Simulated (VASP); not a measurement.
# Ni (Im-3m) in VASP: notebook

Runs on Ni. Level: LDA. Tasks: relaxation of cell and atoms.

All numbers are computed with VASP 6.6.1; they aren't measurements. Logs are shortened: lines on timing, memory, paths and dates and some standing lists are left out, and cuts for length are marked.

## (1) The cell of the first run

Symmetry: Im-3m, No. 229, cubic system. The conventional cell has a = 2.310 Å, b = 2.310 Å, c = 2.310 Å, α = 90.00°, β = 90.00°, γ = 90.00°. Ni (site symmetry m-3m) has 14 Ni at 2.00 to 2.31 Å within 2.7 Å.

This isn't the form of Ni at room conditions, which is fcc.

## (2) Relaxation of cell and atoms, LDA, collinear spin, ferromagnetic start, target pressure 390 GPa, at which the enthalpy is minimised

File INCAR:

```
PREC = Accurate
ENCUT = 600
EDIFF = 1E-6
ISMEAR = -1
SIGMA = 0.05
LREAL = False
LASPH = True
NELM = 150
ALGO = Normal
ISIF = 3
LWAVE = False
LCHARG = False
ISPIN = 2
MAGMOM = 1
LORBIT = 11
LMAXMIX = 4
IBRION = 2
NSW = 60
EDIFFG = -0.005
PSTRESS = 3900.0
```

File KPOINTS:

```
regular mesh
0
Gamma
  23 23 23
```

File POSCAR:

```
Ni
1.0
   -1.1549972492      1.1549972492      1.1549972492
    1.1549972492     -1.1549972492      1.1549972492
    1.1549972492      1.1549972492     -1.1549972492
Ni
1
Direct
    0.0000000000      0.0000000000      0.0000000000
```

Potentials or basis: VASP PAW LDA potentials, release 64 (Ni).

The run is started by

```sh
> cat potpaw_LDA.64/Ni/POTCAR > POTCAR
> mpirun -np 1 vasp_std > vasp.out
```

OUTCAR:

```text
PREC = Accurate
   ENCUT = 600
   EDIFF = 1E-6
   ISMEAR = -1
   LREAL = False
   LASPH = True
   NELM = 150
   ISIF = 3
   ISPIN = 2
   LORBIT = 11
   IBRION = 2
   NSW = 60
   EDIFFG = -0.005
   PSTRESS = 3900.0

 ion  position               nearest neighbor table
   1  0.000  0.000  0.000-

  LATTYP: Found a body centered cubic cell.
 ALAT       =     2.3099944984

  Lattice vectors:

 A1 = (  -1.1549972492,   1.1549972492,   1.1549972492)
 A2 = (   1.1549972492,  -1.1549972492,   1.1549972492)
 A3 = (   1.1549972492,   1.1549972492,  -1.1549972492)

Analysis of symmetry for initial positions (statically):
=====================================================================
 Subroutine PRICEL returns:
 Original cell was already a primitive cell.

 Routine SETGRP: Setting up the symmetry group for a
 body centered cubic supercell.

 Subroutine GETGRP returns: Found 48 space group operations
 (whereof 48 operations were pure point group operations)
 out of a pool of 48 trial point group operations.

The static configuration has the point symmetry O_h .

Analysis of symmetry for dynamics (positions and initial velocities):
=====================================================================
 Subroutine PRICEL returns:
 Original cell was already a primitive cell.

 Routine SETGRP: Setting up the symmetry group for a
 body centered cubic supercell.

 Subroutine GETGRP returns: Found 48 space group operations
 (whereof 48 operations were pure point group operations)
 out of a pool of 48 trial point group operations.

The dynamic configuration has the point symmetry O_h .

Analysis of structural, dynamic, and magnetic symmetry:
=====================================================================
 Subroutine PRICEL returns:
 Original cell was already a primitive cell.

 Routine SETGRP: Setting up the symmetry group for a
 body centered cubic supercell.

 Subroutine GETGRP returns: Found 48 space group operations
 (whereof 48 operations were pure point group operations)
 out of a pool of 48 trial point group operations.

The overall configuration has the point symmetry O_h .

 Subroutine INISYM returns: Found 48 space group operations
 (whereof 48 operations are pure point group operations),
 and found     1 'primitive' translations

----------------------------------------------------------------------------------------

                                     Primitive cell

  volume of cell :       6.1632

[... 100 lines left out ...]
   EFERMI =   0.00;   METHOD = LEGACY
   ISMEAR =    -1;   SIGMA  =   0.05  broadening in eV -4-tet -1-fermi 0-gaus
   EFERMI_NEDOS =   21; number of points for ismear=-14 and -15
   IALGO  =     38    algorithm
   IMIX   =      4    mixing-type and parameters
     AMIX     =   0.40;   BMIX     =  1.00
     AMIX_MAG =   1.60;   BMIX_MAG =  1.00
  volume/ion in A,a.u.               =       6.16        41.59
  Fermi-wavevector in a.u.,A,eV,Ry     =   1.923714  3.635293 50.350758  3.700676
  Thomas-Fermi vector in A             =   2.957496
   LORBIT       =     11    0 simple, 1 ext, 2 COOP (PROOUT), +10 PAW based schemes
   GGA     = CA    functional components
   LHFCALC =     F    Hartree Fock is set to
   AEXX    =    0.0000 exact exchange contribution
   IVDW    =     0    specifies the selected vdW correction
   LEPSILON=     F    determine dielectric tensor
   LRPA    =     F    only Hartree local field effects (RPA)
 conjugate gradient relaxation of ions
 spin polarized calculation
  energy-cutoff  :      600.00
  volume of cell :        6.16
 maximum number of plane-waves:       228
   NGX =  7   NGY =  7   NGZ =  7

--------------------------------------- Ionic step        1  -------------------------------------------

 number of electron      10.0000012 magnetization      -0.0013934

 number of electron      10.0000012 magnetization       0.0001570

 Free energy of the ion-electron system (eV)
  ---------------------------------------------------
  ext. energy  EPLUGINS =         0.00000000
  ---------------------------------------------------
  free energy    TOTEN  =        -3.49485357 eV

  energy without entropy =       -3.48882205  energy(sigma->0) =       -3.49183781

------------------------ aborting loop because EDIFF is reached ----------------------------------------

  FORCE on cell =-STRESS in cart. coord.  units (eV):
  Direction    XX          YY          ZZ          XY          YZ          ZX
  --------------------------------------------------------------------------------------
  -------------------------------------------------------------------------------------
  Total       15.1157605     15.1157605     15.1157605     -0.0000000     -0.0000000      0.0000000
  in kB     3929.5040815   3929.5040815   3929.5040815     -0.0000000     -0.0000000      0.0000000
  external PRESSURE =      29.5040815 kB  Pullay stress =    3900.0000000 kB
[... 65 lines left out ...]
 number of electron      10.0000012 magnetization       0.0000019

 number of electron      10.0000012 magnetization      -0.0000022

 Free energy of the ion-electron system (eV)
  ---------------------------------------------------
  ext. energy  EPLUGINS =         0.00000000
  ---------------------------------------------------
  free energy    TOTEN  =        -3.52115941 eV

  energy without entropy =       -3.51511180  energy(sigma->0) =       -3.51813561

 E-fermi :  20.0846     XC(G=0): -17.3038

 val. band max:       20.0739685530   @ k =  -0.3913   0.4348   0.0435
 cond. band min:      20.0940452210   @ k =  -0.3913   0.4348   0.3043
 fundamental gap:      0.0200766680
 Fermi energy:        20.0845724281

 spin component 1

 k-point     1 :       0.0000    0.0000    0.0000
  band No.  band energies     occupation
      1       6.6845      1.00000
      2      15.7118      1.00000
      3      15.7118      1.00000
      4      15.7118      1.00000
      5      18.6983      1.00000
      6      18.6983      1.00000
      7      51.9391      0.00000
      8      51.9391      0.00000
      9      51.9391      0.00000
     10      62.6513      0.00000
[... 287 lines left out ...]
 k-point    24 :       0.0870    0.0870    0.0000
  band No.  band energies     occupation
      1       8.0923      1.00000
      2      15.3019      1.00000
      3      15.4280      1.00000
      4      16.7245      1.00000
      5      18.2198      1.00000
      6      18.7957      1.00000
      7      48.4388      0.00000
      8      50.1386      0.00000
      9      52.9361      0.00000
     10      60.3363      0.00000

 [... further k-points ...]

 spin component 2

 k-point     1 :       0.0000    0.0000    0.0000
  band No.  band energies     occupation
      1       6.6845      1.00000
      2      15.7118      1.00000
      3      15.7118      1.00000
      4      15.7118      1.00000
      5      18.6983      1.00000
      6      18.6983      1.00000
      7      51.9391      0.00000
      8      51.9391      0.00000
      9      51.9391      0.00000
     10      62.6513      0.00000
[... 331 lines left out ...]
  energy  without entropy=       -3.5151118027  energy(sigma->0) =       -3.51813561

  enthalpy is  TOTEN    =        11.5073120577 eV   P V=       15.0284714690

 reached required accuracy - stopping structural energy minimisation

 total charge

# of ion       s       p       d       tot
------------------------------------------
    1        0.838   1.250   8.994  11.082

 magnetization (x)

# of ion       s       p       d       tot
------------------------------------------
    1       -0.000  -0.000   0.000   0.000
```

CONTCAR:

```text
Ni
   1.00000000000000
    -1.1556693582057747    1.1556693582057747    1.1556693582057747
     1.1556693582057747   -1.1556693582057747    1.1556693582057747
     1.1556693582057747    1.1556693582057747   -1.1556693582057747
  Ni
     1
Direct
     0.0000000000000000    0.0000000000000000    0.0000000000000000

  0.00000000E+00  0.00000000E+00  0.00000000E+00
```

Wall time 24 s (1 thread of Intel Xeon 6975P-C (Granite Rapids), shared host); peak memory 0.16 GiB.

What came out:

| Quantity | Value |
| --- | --- |
| Free energy | -3.5212 eV |
| Relaxed volume | 6.17 Å³/atom |
| Relaxed cell | a = 2.002 Å, b = 2.002 Å, c = 2.002 Å, α = 109.47°, β = 109.47°, γ = 109.47° |
| Space group after relaxing (to 0.1 Å) | Im-3m (No. 229) |
| Energy change on relaxing (the run minimises the enthalpy) | -26.3 meV/atom |
| Ionic steps | 3 |
| Pressure after relaxing | 390.0 GPa |
| Band gap on the k mesh | zero (filled and empty bands overlap) |
| Net moment | 0.00 μB per cell |

Step by step:
| step | energy change (eV) | largest force (eV/Å) | pressure (GPa) | volume (Å³) |
| --- | --- | --- | --- | --- |
| 1 | 0.0000 | 0.0000 | 392.95 | 6.16 |
| 2 | -0.2409 | 0.0000 | 365.64 | 6.26 |
| 3 | -0.0263 | 0.0000 | 389.97 | 6.17 |

Final structure:
```yaml
crystal:
  lattice:
    - [-1.15567, 1.15567, 1.15567]
    - [1.15567, -1.15567, 1.15567]
    - [1.15567, 1.15567, -1.15567]
  atoms:
    - { symbol: Ni, position: [0.00000, 0.00000, 0.00000] }
```

Caveat: the cell is relaxed towards a set pressure, so the run minimises the enthalpy, not the energy.

## (3) Relaxation of cell and atoms, LDA, collinear spin, ferromagnetic start, target pressure 390 GPa, at which the enthalpy is minimised

File INCAR:

```
PREC = Accurate
ENCUT = 600
EDIFF = 1E-7
ISMEAR = -1
SIGMA = 0.05
LREAL = F
LASPH = T
NELM = 150
ALGO = Normal
ISIF = 3
LWAVE = F
LCHARG = F
ISPIN = 2
MAGMOM = 1
LORBIT = 11
LMAXMIX = 4
GGA = CA
IBRION = 2
NSW = 32
EDIFFG = -0.005
PSTRESS = 3900.0
```

File KPOINTS:

```
Automatic mesh
0
Gamma
  23 23 23
```

File POSCAR:

```
Ni
1.0
   -1.1554671541      1.1554671541      1.1554671541
    1.1554671541     -1.1554671541      1.1554671541
    1.1554671541      1.1554671541     -1.1554671541
Ni
1
Direct
    0.0000000000      0.0000000000      0.0000000000
```

Potentials or basis: VASP PAW LDA potentials, release 64 (Ni).

The run is started by

```sh
> cat potpaw_LDA.64/Ni/POTCAR > POTCAR
> mpirun -np 1 vasp_std > vasp.out
```

It took 24 s on 1 thread of Intel Xeon 6975P-C (Granite Rapids), shared host; peak memory 0.16 GiB.

Results (log left out):

```yaml
Free_energy: -3.5210 eV
Relaxed_volume: 6.17 Å³/atom
Relaxed_cell: a = 2.002 Å, b = 2.002 Å, c = 2.002 Å, α = 109.47°, β = 109.47°, γ = 109.47°
Space_group_after_relaxing_to_0.1_Å: Im-3m (No. 229)
Energy_change_on_relaxing_the_run_minimises_the_enthalpy: -7.7 meV/atom
Ionic_steps: 3
Pressure_after_relaxing: 390.0 GPa
Band_gap_on_the_k_mesh: zero (filled and empty bands overlap)
Net_moment: 0.00 μB per cell
```

Step by step:
| step | energy change (eV) | largest force (eV/Å) | pressure (GPa) | volume (Å³) |
| --- | --- | --- | --- | --- |
| 1 | 0.0000 | 0.0000 | 390.86 | 6.17 |
| 2 | -0.0717 | 0.0000 | 382.76 | 6.20 |
| 3 | -0.0077 | 0.0000 | 390.01 | 6.17 |

Final structure:
```
Ni
1.0
    -1.15567    1.15567    1.15567
     1.15567   -1.15567    1.15567
     1.15567    1.15567   -1.15567
Ni
1
Direct
  0.00000 0.00000 0.00000
```

Levels at points of the mesh, in eV from the Fermi level:
Spin up:
| k point | band 3 | band 4 | band 5 | band 6 | band 7 | band 8 |
| --- | --- | --- | --- | --- | --- | --- |
| (0.00, 0.00, 0.00) | -4.37 | -4.37 | -1.39 | -1.39 | 31.85 | 31.85 |
Spin down:
| k point | band 2 | band 3 | band 4 | band 5 | band 6 | band 7 | band 8 | band 9 |
| --- | --- | --- | --- | --- | --- | --- | --- | --- |
| (0.00, 0.00, 0.00) | -4.37 | -4.37 | -4.37 | -1.39 | -1.39 | 31.85 | 31.85 | 31.85 |

Caveat: the cell is relaxed towards a set pressure, so the run minimises the enthalpy, not the energy.
